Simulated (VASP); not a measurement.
The system is Ga4SbAs3.

```
As Ga Sb
1.0
     5.61098    0.00000    0.00000
     0.00000    5.61098    0.00000
     0.00000    0.00000    5.61098
As Ga Sb
3 4 1
Direct
  0.50000 0.00000 0.00000
  0.00000 0.50000 0.00000
  0.00000 0.00000 0.50000
  0.25000 0.75000 0.75000
  0.75000 0.25000 0.75000
  0.75000 0.75000 0.25000
  0.25000 0.25000 0.25000
  0.50000 0.50000 0.50000
```

- Program: VASP 6.6.1
- Task: relaxation of cell and atoms
- Functional: PBE
- Potentials or basis: VASP PAW PBE potentials, release 64 (As, Ga_d, Sb)
- Cutoff: 600 eV
- k mesh: 4 × 4 × 4
- Occupations: fermi-dirac, width 0.02 eV
- Spin: no spin polarisation

At the start: pressure 11.0 GPa; volume 22.08 Å³/atom.

Problem. How do energy, volume and symmetry change on relaxing?

Solution. Over 6 steps the energy falls by 125.1 meV/atom and the volume is 25.34 Å³/atom (+14.7 %); space group P-43m (No. 215, to 0.1 Å) before and after.

The path:
| step | energy change (eV) | largest force (eV/Å) | pressure (GPa) | volume (Å³) |
| --- | --- | --- | --- | --- |
| 1 | 0.0000 | 1.5899 | 11.02 | 176.65 |
| 2 | -0.8182 | 0.0118 | -3.48 | 218.40 |
| 3 | -0.9797 | 0.3517 | -0.35 | 204.26 |
| 4 | -0.9797 | 0.3340 | -0.48 | 204.84 |
| 5 | -0.9977 | 0.1271 | -0.20 | 203.52 |
| 6 | -1.0009 | 0.0020 | -0.02 | 202.70 |

Final structure:
```
As Ga Sb
1.0
     5.87424    0.00000    0.00000
     0.00000    5.87424    0.00000
     0.00000    0.00000    5.87424
As Ga Sb
3 4 1
Direct
  0.50000 0.00000 0.00000
  0.00000 0.50000 0.00000
  0.00000 0.00000 0.50000
  0.24175 0.75825 0.75825
  0.75825 0.24175 0.75825
  0.75825 0.75825 0.24175
  0.24175 0.24175 0.24175
  0.50000 0.50000 0.50000
```
